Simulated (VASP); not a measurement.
Wanted: the native input for a VASP 6.6.1 run.

| Property | Result |
| --- | --- |
| Task | single point |
| Functional | PBE |
| Potentials or basis | VASP PAW PBE potentials, release 64 (C) |
| Cutoff | 520 eV |
| k mesh | 2 × 2 × 2 |
| Occupations | gaussian, width 0.01 eV |
| Spin | no spin polarisation |
| Dipole correction | no |
| Further INCAR settings | LREAL = Auto; ALGO = Normal; EDIFF = 1e-07; NBANDS = 141 |

The structure of C lies in POSCAR:

```
C
1.0
   -5.3572106033     -5.3572106033      0.0000000000
   -5.3572106033      0.0000000000     -5.3572106033
    0.0000000000     -5.3572106033     -5.3572106033
C
54
Direct
    0.3333333333      0.6666666667      0.6666666667
    0.0000000000      0.6666666667      0.6666666667
    0.6666666667      0.6666666667      0.6666666667
    0.3333333333      0.3333333333      0.6666666667
    0.0000000000      0.3333333333      0.6666666667
    0.6666666667      0.3333333333      0.6666666667
    0.3333333333      1.0000000000      0.6666666667
    0.0000000000      1.0000000000      0.6666666667
    0.6666666667      1.0000000000      0.6666666667
    0.3333333333      0.6666666667      0.3333333333
    0.0000000000      0.6666666667      0.3333333333
    0.6666666667      0.6666666667      0.3333333333
    0.3333333333      0.3333333333      0.3333333333
    0.0000000000      0.3333333333      0.3333333333
    0.6666666667      0.3333333333      0.3333333333
    0.3333333333      1.0000000000      0.3333333333
    0.0000000000      1.0000000000      0.3333333333
    0.6666666667      1.0000000000      0.3333333333
    0.3333333333      0.6666666667      1.0000000000
    0.0000000000      0.6666666667      1.0000000000
    0.6666666667      0.6666666667      1.0000000000
    0.3333333333      0.3333333333      1.0000000000
    0.0000000000      0.3333333333      1.0000000000
    0.6666666667      0.3333333333      1.0000000000
    0.3333333333      1.0000000000      1.0000000000
    0.0000000000      1.0000000000      1.0000000000
    0.6666666667      1.0000000000      1.0000000000
    0.5833333333      0.5833333333      0.5833333333
    0.2500000000      0.5833333333      0.5833333333
    0.9166666667      0.5833333333      0.5833333333
    0.5833333333      0.2500000000      0.5833333333
    0.2500000000      0.2500000000      0.5833333333
    0.9166666667      0.2500000000      0.5833333333
    0.5833333333      0.9166666667      0.5833333333
    0.2500000000      0.9166666667      0.5833333333
    0.9166666667      0.9166666667      0.5833333333
    0.5833333333      0.5833333333      0.2500000000
    0.2500000000      0.5833333333      0.2500000000
    0.9166666667      0.5833333333      0.2500000000
    0.5833333333      0.2500000000      0.2500000000
    0.2500000000      0.2500000000      0.2500000000
    0.9166666667      0.2500000000      0.2500000000
    0.5833333333      0.9166666667      0.2500000000
    0.2500000000      0.9166666667      0.2500000000
    0.9166666667      0.9166666667      0.2500000000
    0.5833333333      0.5833333333      0.9166666667
    0.2500000000      0.5833333333      0.9166666667
    0.9166666667      0.5833333333      0.9166666667
    0.5833333333      0.2500000000      0.9166666667
    0.2500000000      0.2500000000      0.9166666667
    0.9166666667      0.2500000000      0.9166666667
    0.5833333333      0.9166666667      0.9166666667
    0.2500000000      0.9166666667      0.9166666667
    0.9166666667      0.9166666667      0.9166666667
```

The input as run:

INCAR

```
SYSTEM = C
  ALGO = Normal
  EDIFF = 1E-7
  ENCUT = 520
  GGA = PE
  ISIF = 2
  ISMEAR = 0
  LASPH = .TRUE.
  LCHARG = .FALSE.
  LREAL = Auto
  LWAVE = .FALSE.
  NBANDS = 141
  NELM = 80
  PREC = Accurate
  SIGMA = 0.01
```

KPOINTS

```
k-points
0
G
  2 2 2
  0 0 0
```

Potentials or basis: VASP PAW PBE potentials, release 64 (C).

Launch:

```console
$ cat potpaw_PBE.64/C/POTCAR > POTCAR
$ mpirun -np 1 vasp_std > vasp.out
```

It gave:

```json
{
  "Pressure": "0.8 GPa",
  "Band gap on the k mesh": "4.14 eV"
}
```

Caveat: the k points lie up to 0.51 Å⁻¹ apart.

Run time: 2.7 min on 1 thread of Intel(R) Xeon(R) Platinum 8488C (Sapphire Rapids), with other jobs on the host, peak memory 0.41 GiB.
